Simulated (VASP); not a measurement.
Write the native input for VASP 6.6.1 that does the following.

```
Task                   : single point
Functional             : LDA
Potentials or basis    : VASP PAW LDA potentials, release 64 (C)
Cutoff                 : 520 eV
k mesh                 : 28 × 28 × 28
Occupations            : fermi-dirac, width 0.1 eV
Spin                   : no spin polarisation
Dipole correction      : no
Further INCAR settings : ALGO = Normal; EDIFF = 1e-07; NBANDS = 8
```

The structure of C lies in POSCAR:

```
C
1.0
    0.0000000000      1.2045845243      1.2045845243
    1.2045845243      0.0000000000      1.2045845243
    1.2045845243      1.2045845243      0.0000000000
C
1
Direct
    0.0000000000      0.0000000000      0.0000000000
```

One way to write it, as run:

INCAR

```
SYSTEM = C
ALGO     = Normal         ! electronic algorithm
EDIFF    = 1E-7           ! SCF threshold, eV
ENCUT    = 520            ! plane-wave cutoff, eV
ISIF     = 2              ! what is computed and relaxed
ISMEAR   = -1             ! smearing method
LASPH    = .True.         ! aspherical terms in the spheres
LCHARG   = .False.        ! write CHGCAR
LREAL    = .False.        ! projectors in reciprocal space
LWAVE    = .False.        ! write WAVECAR
NBANDS   = 8              ! bands
NELM     = 60             ! most SCF steps
PREC     = Accurate       ! precision mode
SIGMA    = 0.1            ! smearing width, eV
```

KPOINTS

```
k-points
0
Gamma
  28 28 28
  0 0 0
```

Potentials or basis: VASP PAW LDA potentials, release 64 (C).

Run with:

```bash
$ cat potpaw_LDA.64/C/POTCAR > POTCAR
$ mpirun -np 1 vasp_std > vasp.out
```

Results of the run:

* Pressure: 391.6 GPa
* Band gap on the k mesh: zero (band 2 reaches 36.74 eV, above the bottom of band 3 at 16.58 eV)

It took 12 s on 1 thread of Intel Xeon 8259CL, on a shared host, peak memory 0.11 GiB.
